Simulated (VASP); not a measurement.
# BP (P4/mmm) in VASP: further runs

The runs below take BP through single point, with PBE.

Program: VASP 6.6.1. These are calculated values, not measurements. Logs are shortened: lines on timing, memory, paths and dates and some standing lists are left out, and cuts for length are marked.

## Step 1: The cell of the first run

It takes space group P4/mmm (No. 123, tetragonal). The conventional cell has a = 2.691 Å, b = 2.691 Å, c = 2.764 Å, α = 90.00°, β = 90.00°, γ = 90.00°. Within 3.1 Å of B (site symmetry 4/mmm) lie 8 P at 2.35 Å and 6 B at 2.69 to 2.76 Å. P (site symmetry 4/mmm) has 8 B at 2.35 Å and 6 P at 2.69 to 2.76 Å within 3.1 Å.

## Step 2: Single point, PBE

Contents of INCAR:

```
SYSTEM = BP
ALGO     = Normal         ! electronic algorithm
EDIFF    = 1E-6           ! SCF threshold, eV
ENCUT    = 520            ! plane-wave cutoff, eV
GGA      = PE             ! functional
ISIF     = 2              ! what is computed and relaxed
ISMEAR   = 0              ! smearing method
LASPH    = .True.         ! aspherical terms in the spheres
LCHARG   = .False.        ! write CHGCAR
LREAL    = .False.        ! projectors in reciprocal space
LWAVE    = .False.        ! write WAVECAR
NBANDS   = 11             ! bands
NELM     = 60             ! most SCF steps
PREC     = Accurate       ! precision mode
SIGMA    = 0.1            ! smearing width, eV
```

Contents of KPOINTS:

```
k-points
0
Gamma
  20 20 20
  0 0 0
```

Contents of POSCAR:

```
BP
1.0
    2.6911242855      0.0000000000      0.0000000000
    0.0000000000      2.6911242855      0.0000000000
    0.0000000000      0.0000000000      2.7640220169
B P
1 1
Direct
    0.0000000000      0.0000000000      0.0000000000
    0.5000000000      0.5000000000      0.5000000000
```

Potentials or basis: VASP PAW PBE potentials, release 64 (B, P).

Started as:

```sh
$ cat potpaw_PBE.64/B/POTCAR potpaw_PBE.64/P/POTCAR > POTCAR
$ mpirun -np 1 vasp_std > vasp.out
```

OUTCAR:

```text
SYSTEM = BP
   EDIFF = 1E-6
   ENCUT = 520
   GGA = PE
   ISIF = 2
   ISMEAR = 0
   LASPH = .True.
   LREAL = .False.
   NELM = 60
   PREC = Accurate

 ion  position               nearest neighbor table
   1  0.000  0.000  0.000-   2 2.35   2 2.35   2 2.35   2 2.35   2 2.35   2 2.35   2 2.35   2 2.35

   2  0.500  0.500  0.500-   1 2.35   1 2.35   1 2.35   1 2.35   1 2.35   1 2.35   1 2.35   1 2.35

  LATTYP: Found a simple tetragonal cell.
 ALAT       =     2.6911242855
 C/A-ratio  =     1.0270882069

  Lattice vectors:

 A1 = (   2.6911242855,   0.0000000000,   0.0000000000)
 A2 = (   0.0000000000,   2.6911242855,   0.0000000000)
 A3 = (   0.0000000000,   0.0000000000,   2.7640220169)

Analysis of symmetry for initial positions (statically):
=====================================================================
 Subroutine PRICEL returns:
 Original cell was already a primitive cell.

 Routine SETGRP: Setting up the symmetry group for a
 simple tetragonal supercell.

 Subroutine GETGRP returns: Found 16 space group operations
 (whereof 16 operations were pure point group operations)
 out of a pool of 16 trial point group operations.

The static configuration has the point symmetry D_4h.

Analysis of symmetry for dynamics (positions and initial velocities):
=====================================================================
 Subroutine PRICEL returns:
 Original cell was already a primitive cell.

 Routine SETGRP: Setting up the symmetry group for a
 simple tetragonal supercell.

 Subroutine GETGRP returns: Found 16 space group operations
 (whereof 16 operations were pure point group operations)
 out of a pool of 16 trial point group operations.

The dynamic configuration has the point symmetry D_4h.

 Subroutine INISYM returns: Found 16 space group operations
 (whereof 16 operations are pure point group operations),
 and found     1 'primitive' translations

----------------------------------------------------------------------------------------

                                     Primitive cell

  volume of cell :      20.0175

  direct lattice vectors                    reciprocal lattice vectors
     2.691124285  0.000000000  0.000000000     0.371591905  0.000000000  0.000000000
     0.000000000  2.691124285  0.000000000     0.000000000  0.371591905  0.000000000
     0.000000000  0.000000000  2.764022017     0.000000000  0.000000000  0.361791619

  length of vectors
     2.691124285  2.691124285  2.764022017     0.371591905  0.371591905  0.361791619

  position of ions in fractional coordinates (direct lattice)
     0.000000000  0.000000000  0.000000000
     0.500000000  0.500000000  0.500000000

  ion indices of the primitive-cell ions
   primitive index   ion index
                 1           1
                 2           2

----------------------------------------------------------------------------------------

 KPOINTS: k-points

Automatic generation of k-mesh.
 Grid dimensions read from file:
 generate k-points for:   20   20   20

 Generating k-lattice:

  Cartesian coordinates                     Fractional coordinates (reciprocal lattice)
     0.018579595  0.000000000  0.000000000     0.050000000  0.000000000  0.000000000
     0.000000000  0.018579595  0.000000000     0.000000000  0.050000000  0.000000000
     0.000000000  0.000000000  0.018089581     0.000000000  0.000000000  0.050000000

  Length of vectors
     0.018579595  0.018579595  0.018089581

  Shift w.r.t. Gamma in fractional coordinates (k-lattice)
     0.000000000  0.000000000  0.000000000

 Subroutine IBZKPT returns following result:
 ===========================================

 Found    726 irreducible k-points:

 Following reciprocal coordinates:
            Coordinates               Weight
  0.000000  0.000000  0.000000      1.000000
  0.050000  0.000000  0.000000      4.000000
  0.100000  0.000000  0.000000      4.000000
  0.150000  0.000000  0.000000      4.000000
  0.200000  0.000000  0.000000      4.000000
  0.250000  0.000000  0.000000      4.000000
[... 16 lines left out ...]
  0.150000  0.100000  0.000000      8.000000
  0.200000  0.100000  0.000000      8.000000
 [... further k-points ...]
   k-points           NKPTS =    726   k-points in BZ     NKDIM =    726   number of bands    NBANDS=     11
   number of dos      NEDOS =    301   number of ions     NIONS =      2
   total plane-waves  NPLWV =   9600
   dimension x,y,z NGX =    20 NGY =   20 NGZ =   24
   dimension x,y,z NGXF=    40 NGYF=   40 NGZF=   48
   ions per type =               1   1
   NGX,Y,Z   is equivalent  to a cutoff of  12.36, 12.36, 14.44 a.u.
   NGXF,Y,Z  is equivalent  to a cutoff of  24.71, 24.71, 28.87 a.u.
 SYSTEM =  BP
   PREC   = accura    normal or accurate (medium, high low for compatibility)
   ISTART =      0    job   : 0-new  1-cont  2-samecut
   ICHARG =      2    charge: 1-file 2-atom 10-const
   ISPIN  =      1    spin polarized calculation?
   LNONCOLLINEAR =      F non collinear calculations
   LSORBIT =      F    spin-orbit coupling
   LASPH  =      T    aspherical Exc in radial PAW
   ENCUT  =  520.0 eV  38.22 Ry    6.18 a.u.   5.00  5.00  5.14*2*pi/ulx,y,z
   NELM   =     60;   NELMIN=  2; NELMDL= -5     # of ELM steps
   EDIFF  = 0.1E-05   stopping-criterion for ELM
   LREAL  =      F    real-space projection
   EDIFFG = 0.1E-04   stopping-criterion for IOM
   NSW    =      0    number of steps for IOM
   IBRION =     -1    ionic relax: 0-MD 1-quasi-New 2-CG
   NFREE  =      0    steps in history (QN), initial steepest desc. (CG)
   ISIF   =      2    stress and relaxation
   ISYM   =      2    0-nonsym 1-usesym 2-fastsym
   POTIM  = 0.5000    time-step for ionic-motion
   TEBEG  =    0.0;   TEEND  =   0.0 temperature during run
   PSTRESS=    0.0 pullay stress
   NELECT =       8.0000    total number of electrons
   NUPDOWN=      -1.0000    fix difference up-down
   EMIN   =  10.00;   EMAX   =-10.00  energy-range for DOS
   EFERMI =   0.00;   METHOD = LEGACY
   ISMEAR =     0;   SIGMA  =   0.10  broadening in eV -4-tet -1-fermi 0-gaus
   EFERMI_NEDOS =   21; number of points for ismear=-14 and -15
   IALGO  =     38    algorithm
   IMIX   =      4    mixing-type and parameters
     AMIX     =   0.40;   BMIX     =  1.00
     AMIX_MAG =   1.60;   BMIX_MAG =  1.00
  volume/ion in A,a.u.               =      10.01        67.54
  Fermi-wavevector in a.u.,A,eV,Ry     =   1.205874  2.278771 19.784659  1.454131
  Thomas-Fermi vector in A             =   2.341557
   LORBIT       =      0    0 simple, 1 ext, 2 COOP (PROOUT), +10 PAW based schemes
   GGA     = PE    functional components
   LHFCALC =     F    Hartree Fock is set to
   AEXX    =    0.0000 exact exchange contribution
   IVDW    =     0    specifies the selected vdW correction
   LEPSILON=     F    determine dielectric tensor
   LRPA    =     F    only Hartree local field effects (RPA)
 non-spin polarized calculation
 Gauss-broadening in eV      SIGMA  =   0.10
  energy-cutoff  :      520.00
  volume of cell :       20.02
 maximum number of plane-waves:       560
   NGX = 11   NGY = 11   NGZ = 11

 number of electron       7.9999998 magnetization

 Free energy of the ion-electron system (eV)
  ---------------------------------------------------
  ext. energy  EPLUGINS =         0.00000000
  ---------------------------------------------------
  free energy    TOTEN  =        -9.24881934 eV

  energy without entropy =       -9.24505407  energy(sigma->0) =       -9.24693671

 E-fermi :  10.1193     XC(G=0): -12.1172

 val. band max:       10.1169252302   @ k =   0.2500   0.1000   0.3000
 cond. band min:      10.1204619527   @ k =   0.2000   0.1500   0.4500
 fundamental gap:      0.0035367225
 Fermi energy:        10.1193183165

 k-point     1 :       0.0000    0.0000    0.0000
  band No.  band energies     occupation
      1      -7.0730      2.00000
      2       8.4620      2.00000
      3       9.2945      2.00000
      4       9.2945      2.00000
      5      12.1445      0.00000
      6      14.4764      0.00000
      7      14.6493      0.00000
      8      20.8726      0.00000
      9      21.0148      0.00000
     10      21.0148      0.00000
     11      27.8097      0.00000

 k-point     2 :       0.0500    0.0000    0.0000
  band No.  band energies     occupation
      1      -7.0266      2.00000
      2       8.5066      2.00000
      3       8.7454      2.00000
      4       9.3386      2.00000
      5      12.2692      0.00000
      6      14.5696      0.00000
      7      15.1228      0.00000
      8      20.7055      0.00000
      9      20.8805      0.00000
     10      20.9195      0.00000
     11      27.8399      0.00000

 k-point     3 :       0.1000    0.0000    0.0000
  band No.  band energies     occupation
      1      -6.8875      2.00000
      2       7.5635      2.00000
      3       8.6403      2.00000
      4       9.4704      2.00000
      5      12.4645      0.00000
      6      14.7133      0.00000
      7      16.3807      0.00000
      8      20.2289      0.00000
      9      20.4887      0.00000
     10      20.6577      0.00000
     11      27.7968      0.00000

 k-point     4 :       0.1500    0.0000    0.0000
  band No.  band energies     occupation
      1      -6.6563      2.00000
      2       6.2064      2.00000
      3       8.8626      2.00000
      4       9.6896      2.00000
      5      12.6715      0.00000
      6      14.9386      0.00000
      7      17.9238      0.00000
      8      19.5079      0.00000
      9      19.8737      0.00000
     10      20.3297      0.00000
     11      27.8380      0.00000
[... 239 lines left out ...]
 k-point    22 :       0.1000    0.1000    0.0000
  band No.  band energies     occupation
      1      -6.7019      2.00000
      2       7.6821      2.00000
      3       7.7956      2.00000
      4       8.8180      2.00000
      5      12.8382      0.00000
      6      16.0599      0.00000
      7      16.9115      0.00000
      8      19.5073      0.00000
      9      19.7922      0.00000
     10      20.8009      0.00000
     11      26.5916      0.00000

 k-point    23 :       0.1500    0.1000    0.0000
  band No.  band energies     occupation
      1      -6.4706      2.00000
      2       6.3787      2.00000
      3       7.9622      2.00000
      4       9.0397      2.00000
      5      13.0686      0.00000
      6      16.4631      0.00000
      7      18.0960      0.00000
      8      18.8575      0.00000
      9      19.2424      0.00000
     10      20.6732      0.00000
     11      26.2015      0.00000

 k-point    24 :       0.2000    0.1000    0.0000
  band No.  band energies     occupation
      1      -6.1483      2.00000
      2       5.0067      2.00000
      3       8.2669      2.00000
      4       9.3491      2.00000
      5      13.3351      0.00000
      6      16.6445      0.00000
      7      17.8569      0.00000
      8      18.5014      0.00000
      9      19.4914      0.00000
     10      20.8834      0.00000
     11      26.0399      0.00000

 [... further k-points ...]
[... 5 lines left out ...]
  --------------------------------------------------------------------------------------
  -------------------------------------------------------------------------------------
  Total       -0.0253277     -0.0253277     -0.0334698      0.0000000     -0.0000000      0.0000000
  in kB       -2.0272010     -2.0272010     -2.6788903      0.0000000     -0.0000000      0.0000000
  external PRESSURE =      -2.2444307 kB  Pullay stress =       0.0000000 kB

 VOLUME and BASIS-vectors are now :
 -----------------------------------------------------------------------------
  energy-cutoff  :      520.00
  volume of cell :       20.02
      direct lattice vectors                 reciprocal lattice vectors
     2.691124285  0.000000000  0.000000000     0.371591905  0.000000000  0.000000000
     0.000000000  2.691124285  0.000000000     0.000000000  0.371591905  0.000000000
     0.000000000  0.000000000  2.764022017     0.000000000  0.000000000  0.361791619

 POSITION                                       TOTAL-FORCE (eV/Angst)
 -----------------------------------------------------------------------------------
      0.00000      0.00000      0.00000         0.000000      0.000000      0.000000
      1.34556      1.34556      1.38201         0.000000      0.000000      0.000000
 -----------------------------------------------------------------------------------
    total drift:                                0.000000      0.000000     -0.000000

  FREE ENERGIE OF THE ION-ELECTRON SYSTEM (eV)
  ---------------------------------------------------
  free  energy   TOTEN  =        -9.2488193446 eV

  energy  without entropy=       -9.2450540714  energy(sigma->0) =       -9.24693671
```

Run time: 2.1 min. Hardware: 1 thread of AMD EPYC 7R13 (Zen 3), shared host; peak memory 0.22 GiB.

Results:

```
Free energy            : -9.2488 eV
Pressure               : -0.2 GPa
Band gap on the k mesh : zero (band 4 reaches 13.13 eV, above the bottom of band 5 at 6.73 eV)
```

(Part 1 of 2 ends here.)
